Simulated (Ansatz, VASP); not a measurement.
Two plane-wave programs on PbSe

```
CELL_PARAMETERS angstrom
0.00000 3.15027 3.15027
3.15027 0.00000 3.15027
3.15027 3.15027 0.00000
ATOMIC_POSITIONS crystal
Pb 0.00000 0.00000 0.00000
Se 0.50000 0.50000 0.50000
```

Alike in both runs: task single point; functional r2SCAN; k mesh 10 × 10 × 10; occupations gaussian, width 0.02 eV; no spin polarisation.

|  | VASP | Ansatz |
| --- | --- | --- |
| version | VASP 6.6.1 | Ansatz 0.2.0 |
| potentials or method | VASP PAW PBE potentials, release 64 (Pb_d, Se), cutoff 550 eV | scalar-relativistic, plane waves, PAW |
| valence electrons in the cell | 20 | 30 |

```csv
,VASP,Ansatz,Ansatz less VASP
gap on the k mesh at the Fermi level (eV),0.84,0.84,-0.005
least direct gap on the mesh (eV),0.84,0.84,-0.005
pressure (GPa),-2.7,-2.7,0.00
```

VASP's potentials were made for PBE, not for r2SCAN. With one functional, cell and mesh, what is left measures potentials, basis and numerics. VASP's potentials hold 20 valence electrons a cell and Ansatz's 30, so a difference there can come from the potentials and not from the codes.

Neither program's run includes spin-orbit coupling.
